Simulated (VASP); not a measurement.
Set up this calculation in VASP 6.6.1, as the native input.

```yaml
Task: single point
Functional: revPBE
Dispersion: D3(BJ)
Potentials_or_basis: VASP PAW PBE potentials, release 64 (Pd, Pb_d, C)
Cutoff: 520 eV
k_mesh: 6 × 6 × 6
Occupations: methfessel-paxton, width 0.1 eV
Spin: no spin polarisation
Dipole_correction: no
Further_INCAR_settings: ALGO = Normal; EDIFF = 1e-06; NBANDS = 32
```

The structure of Pd3PbC lies in POSCAR:

```
Pd3PbC
1.0
    4.2152540215      0.0000000000      0.0000000000
    0.0000000000      4.2152540215      0.0000000000
    0.0000000000      0.0000000000      4.2152540215
Pd Pb C
3 1 1
Direct
    0.0000000000      0.5000000000      0.5000000000
    0.5000000000      0.5000000000      0.0000000000
    0.5000000000      0.0000000000      0.5000000000
    0.0000000000      0.0000000000      0.0000000000
    0.5000000000      0.5000000000      0.5000000000
```

These files were run (other wordings do the same):

INCAR

```
SYSTEM = Pd3PbC
  PREC = Accurate
  ENCUT = 520
  EDIFF = 1E-6
  ISMEAR = 1
  SIGMA = 0.1
  LREAL = .FALSE.
  LASPH = .TRUE.
  NELM = 100
  ALGO = Normal
  ISIF = 2
  LWAVE = .FALSE.
  LCHARG = .FALSE.
  GGA = RE
  IVDW = 12
  NBANDS = 32
```

KPOINTS

```
Automatic mesh
0
G
  6 6 6
  0 0 0
```

Potentials or basis: VASP PAW PBE potentials, release 64 (Pd, Pb_d, C).

Run with:

```bash
$ cat potpaw_PBE.64/Pd/POTCAR potpaw_PBE.64/Pb_d/POTCAR potpaw_PBE.64/C/POTCAR > POTCAR
$ mpirun -np 1 vasp_std > vasp.out
```

Results of the run:

The pressure is 0.0 GPa. The band gap on the k mesh is zero (bands 24 and 25 overlap by 1.03 eV) and the dispersion energy per atom is -0.990 eV.

Caveat: the PAW data sets were made with another functional, which shifts forces and pressure a little; spin-orbit coupling is left out, which moves the levels of the heavy elements.

Wall time 15 s on 1 thread of Intel(R) Xeon(R) 6975P-C (Granite Rapids), with other jobs on the host, peak memory 0.21 GiB.
